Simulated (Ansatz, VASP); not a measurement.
## Two plane-wave programs on Rh

```
Rh
1.0
     0.00000    2.53717    2.53717
     2.53717    0.00000    2.53717
     2.53717    2.53717    0.00000
Rh
2
Direct
  0.87500 0.87500 0.87500
  0.12500 0.12500 0.12500
```

Change from the starting cell: volume scaled by 0.78, PAW files.

Alike in both runs: task single point; functional PBE; k mesh 13 × 13 × 13; occupations fermi-dirac, width 0.05 eV; no spin polarisation.

```csv
,VASP,Ansatz
version,VASP 6.6.1,Ansatz 0.2.0
potentials or method,"VASP PAW PBE potentials, release 64 (Rh_pv)","PAW with Ansatz's default frozen-core files, scalar-relativistic"
plane-wave cutoff (eV),500,420
valence electrons in the cell,30,34
```

```tsv
	VASP	Ansatz	Ansatz less VASP
pressure (GPa)	60.5	59.7	-0.80
```

Both programs put the cell under a high pressure, so it lies far from rest at this level. With one functional, cell and mesh, what is left measures potentials, basis and numerics. VASP's potentials hold 30 valence electrons a cell and Ansatz's 34, so a difference there can come from the potentials and not from the codes.

Noted on VASP's run: the cell as given lies far from equilibrium.
